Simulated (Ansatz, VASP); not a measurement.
**One calculation of Al2O3, two programs**

```
Al O
1.0
     2.86414    0.00000    0.00000
    -1.43207    2.48042    0.00000
     0.00000    0.00000    6.83328
Al O
2 3
Direct
  0.33333 0.66667 0.19934
  0.66667 0.33333 0.80066
  0.00000 0.00000 0.00000
  0.33333 0.66667 0.70321
  0.66667 0.33333 0.29679
```

Alike in both runs: task single point; functional r2SCAN; k mesh 9 × 9 × 4; no spin polarisation.

```csv
,VASP,Ansatz
version,VASP 6.6.1,Ansatz 0.2.0
potentials or method,"VASP PAW PBE potentials, release 64 (Al, O)","plane waves, PAW"
plane-wave cutoff (eV),520,500
occupations,"gaussian, width 0.01 eV",fixed
valence electrons in the cell,24,24
```

|  | VASP | Ansatz | Ansatz less VASP |
| --- | --- | --- | --- |
| gap on the k mesh at the Fermi level (eV) | 5.62 | 5.65 | +0.025 |
| pressure (GPa) | -0.1 | 0.0 | +0.18 |
| traceless stress, the component that is largest in VASP (GPa) | -0.35 | -0.01 | +0.338 |
| rms of the force components (eV/Å) | 0.016 | 0.001 | -0.0151 |

VASP's potentials were made for PBE, not for r2SCAN. Atom by atom the forces differ by 0.017 eV/Å (rms over components).
